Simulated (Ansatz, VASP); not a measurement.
## Two plane-wave programs on Al2O3

Contents of POSCAR:

```
Al2O3
1.0
    2.3552860214      1.3598250184      4.2880361023
   -2.3552860214      1.3598250184      4.2880361023
    0.0000000000     -2.7196500369      4.2880361023
Al O
4 6
Direct
    0.3519098049      0.3519098049      0.3519098049
    0.1480901951      0.1480901951      0.1480901951
    0.6480901951      0.6480901951      0.6480901951
    0.8519098049      0.8519098049      0.8519098049
    0.5563680097      0.9436319903      0.2500000000
    0.2500000000      0.5563680097      0.9436319903
    0.9436319903      0.2500000000      0.5563680097
    0.4436319903      0.0563680097      0.7500000000
    0.7500000000      0.4436319903      0.0563680097
    0.0563680097      0.7500000000      0.4436319903
```

INCAR.step1

```
SYSTEM = Al2O3
  ALGO = Normal
  EDIFF = 1E-4
  ENCUT = 520
  GGA = PE
  ISMEAR = 0
  LASPH = .TRUE.
  LCHARG = .FALSE.
  LREAL = .FALSE.
  LWAVE = .TRUE.
  NBANDS = 35
  NELM = 60
  PREC = Accurate
  SIGMA = 0.01
```

Contents of INCAR.step2:

```
SYSTEM = Al2O3
  ALGO = Normal
  EDIFF = 1E-6
  ENCUT = 520
  ISIF = 2
  ISMEAR = 0
  ISTART = 1
  LASPH = .TRUE.
  LCHARG = .FALSE.
  LMIXTAU = .TRUE.
  LREAL = .FALSE.
  LWAVE = .FALSE.
  METAGGA = R2SCAN
  NBANDS = 35
  NELM = 60
  PREC = Accurate
  SIGMA = 0.01
```

File KPOINTS:

```
k-points
0
G
  6 6 6
  0 0 0
```

Input for Ansatz:

```yaml
crystal:
  lattice:
    - [2.3552860214, 1.3598250184, 4.2880361023]
    - [-2.3552860214, 1.3598250184, 4.2880361023]
    - [0.0, -2.7196500369, 4.2880361023]
  atoms:
    - { symbol: Al, position: [0.3519098049, 0.3519098049, 0.3519098049] }
    - { symbol: Al, position: [0.1480901951, 0.1480901951, 0.1480901951] }
    - { symbol: Al, position: [0.6480901951, 0.6480901951, 0.6480901951] }
    - { symbol: Al, position: [0.8519098049, 0.8519098049, 0.8519098049] }
    - { symbol: O, position: [0.5563680097, 0.9436319903, 0.25] }
    - { symbol: O, position: [0.25, 0.5563680097, 0.9436319903] }
    - { symbol: O, position: [0.9436319903, 0.25, 0.5563680097] }
    - { symbol: O, position: [0.4436319903, 0.0563680097, 0.75] }
    - { symbol: O, position: [0.75, 0.4436319903, 0.0563680097] }
    - { symbol: O, position: [0.0563680097, 0.75, 0.4436319903] }
kpoints:
  mp_grid: { grid: [6, 6, 6] }
hamiltonian:
  xc: r2scan
scf:
  occupations: { method: fixed }
  n_extra_bands: 6
output:
  forces: true
  stress: true
  eigenvalues: true
```

Alike in both runs: task single point; functional r2SCAN; k mesh 6 × 6 × 6; no spin polarisation.

```csv
,VASP,Ansatz
version,VASP 6.6.1,Ansatz 0.2.0
potentials or method,"VASP PAW PBE potentials, release 64 (Al, O)","plane waves, PAW"
plane-wave cutoff (eV),520,500
occupations,"gaussian, width 0.01 eV",fixed
valence electrons in the cell,48,48
```

Ansatz gave:

- gap on the k mesh at the Fermi level (eV): 7.54
- pressure (GPa): 8.4
- traceless stress, the component that is largest in VASP (GPa): -0.42
- rms of the force components (eV/Å): 0.018

Estimate VASP's values.

gap on the k mesh at the Fermi level (eV): 7.56; pressure (GPa): 7.9; traceless stress, the component that is largest in VASP (GPa): -0.48; rms of the force components (eV/Å): 0.018.

VASP's potentials were made for PBE, not for r2SCAN. Atom by atom the forces differ by 0.009 eV/Å (rms over components).
